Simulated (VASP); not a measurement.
Here is a VASP 6.6.1 calculation.

INCAR

```
SYSTEM = Cr2C
  PREC = Accurate
  ENCUT = 600
  EDIFF = 1E-6
  ISMEAR = 0
  SIGMA = 0.1
  LREAL = .False.
  LASPH = .True.
  NELM = 200
  ALGO = Normal
  ISIF = 2
  LWAVE = .False.
  LCHARG = .False.
  ISPIN = 2
  MAGMOM = 3 -3 0
  LORBIT = 11
  LMAXMIX = 4
  GGA = PS
  NBANDS = 25
  GGA_COMPAT = .False.
```

File KPOINTS:

```
regular mesh
0
Gamma
  3 3 2
  0 0 0
```

The input POSCAR:

```
Cr2C
1.0
    2.8155400000      0.0000000000      0.0000000000
   -1.4077700000      2.4383300000      0.0000000000
    0.0000000000      0.0000000000      4.2309200000
Cr C
2 1
Direct
    0.6666666667      0.3333333333      0.2467100000
    0.3333333333      0.6666666667      0.7532900000
    0.0000000000      0.0000000000      0.5000000000
```

Potentials or basis: VASP PAW PBE potentials, release 64 (Cr_pv, C).

The run is started by

```bash
$ cat potpaw_PBE.64/Cr_pv/POTCAR potpaw_PBE.64/C/POTCAR > POTCAR
$ mpirun -np 1 vasp_std > vasp.out
```

Q: Estimate the net moment.

A: 0.00 μB per cell.

Q: Estimate the largest force.

A: 0.681 eV/Å.

Q: What does it give for the site moments?

A: Cr +0.56, -0.56; C +0.00 μB.

Forces on the atoms (eV/Å):
```
Cr   0.000  0.000  0.681
Cr   0.000  0.000 -0.681
C    0.000  0.000  0.000
```

Caveat: the k points lie up to 0.86 Å⁻¹ apart; the PAW data sets were made with another functional, which shifts forces and pressure a little.
